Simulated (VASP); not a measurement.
A run of VASP 6.6.1:

File INCAR:

```
SYSTEM = SiGe3
  PREC = Accurate
  ENCUT = 600
  EDIFF = 1E-7
  ISMEAR = -1
  SIGMA = 0.02
  LREAL = .False.
  LASPH = .True.
  NELM = 60
  ALGO = Normal
  ISIF = 3
  LWAVE = .False.
  LCHARG = .False.
  GGA = PE
  IBRION = 2
  NSW = 80
  EDIFFG = -0.005
```

File KPOINTS:

```
Automatic mesh
0
Gamma
  8 8 8
  0 0 0
```

Contents of POSCAR:

```
SiGe3
1.0
    1.9228494481      1.1101576465      6.2800000000
   -1.9228494481      1.1101576465      6.2800000000
    0.0000000000     -2.2203152929      6.2800000000
Si Ge
1 3
Direct
    1.0000000000      0.0000000000      0.0000000000
    0.5000000000      0.5000000000      0.5000000000
    0.3750000000      0.3750000000      0.3750000000
    0.8750000000      0.8750000000      0.8750000000
```

Potentials or basis: VASP PAW PBE potentials, release 64 (Si, Ge_d).

The run is started by

```bash
$ cat potpaw_PBE.64/Si/POTCAR potpaw_PBE.64/Ge_d/POTCAR > POTCAR
$ mpirun -np 1 vasp_std > vasp.out
```

Hardware: 1 thread of Intel(R) Xeon(R) 6975P-C (Granite Rapids), with other jobs on the host.

Q: Estimate the wall time of this run.

A: Run time: 31 min on 1 thread of Intel(R) Xeon(R) 6975P-C (Granite Rapids), with other jobs on the host, peak memory 0.51 GiB. Counts: scf iterations 100, k points 65, ion steps 12.
